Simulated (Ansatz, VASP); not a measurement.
Mn: VASP beside Ansatz

The input INCAR:

```
ALGO = Normal
EDIFF = 1E-6
ENCUT = 500
GGA = PE
GGA_COMPAT = False
ISIF = 2
ISMEAR = -1
ISPIN = 2
LASPH = True
LCHARG = False
LMAXMIX = 4
LORBIT = 11
LREAL = False
LWAVE = False
MAGMOM = 0.76
NBANDS = 16
NELM = 200
PREC = Accurate
SIGMA = 0.025851999786435532
```

Contents of KPOINTS:

```
k-points
0
Gamma
  2 2 2
```

Contents of POSCAR:

```
Mn
1.0
   -1.3932737400      1.3932737400      1.3932737400
    1.3932737400     -1.3932737400      1.3932737400
    1.3932737400      1.3932737400     -1.3932737400
Mn
1
Direct
    0.0000000000      0.0000000000      0.0000000000
```

Input for Ansatz:

```yaml
crystal:
  lattice:
    - [-1.39327374, 1.39327374, 1.39327374]
    - [1.39327374, -1.39327374, 1.39327374]
    - [1.39327374, 1.39327374, -1.39327374]
  atoms:
    - { symbol: Mn, position: [0.0, 0.0, 0.0], spin: 0.76 }
basis:
  ecutwfc: 420
kpoints:
  mp_grid: { grid: [2, 2, 2] }
hamiltonian:
  xc: pbe
scf:
  occupations: { method: fermi_dirac, width: "300 K" }
  lower_state_search: "off"
  convergence: { dr2_threshold: "1e-11 eV" }
output:
  forces: true
  stress: true
  eigenvalues: true
  populations: true
magnetization:
  spin_polarized: true
```

Alike in both runs: task single point; functional PBE; k mesh 2 × 2 × 2; collinear spin.

|  | VASP | Ansatz |
| --- | --- | --- |
| version | VASP 6.6.1 | Ansatz 0.2.0 |
| potentials or method | VASP PAW PBE potentials, release 64 (Mn_pv), cutoff 500 eV | scalar-relativistic, plane waves, PAW |
| occupations | fermi-dirac, width 0.025852 eV | fermi-dirac |
| valence electrons in the cell | 13 | 15 |

```tsv
	VASP	Ansatz	Ansatz less VASP
pressure (GPa)	24.9	25.1	+0.15
net moment per atom (μB)	2.50	2.50	0.000
size of the moment on the site where the two differ most (μB)	2.14	1.95	-0.198
```

Site moments also hang on the region over which each program counts them. VASP's potentials hold 13 valence electrons a cell and Ansatz's 15, so a difference there can come from the potentials and not from the codes.

The k mesh is coarse, so the values compare programs but aren't converged.
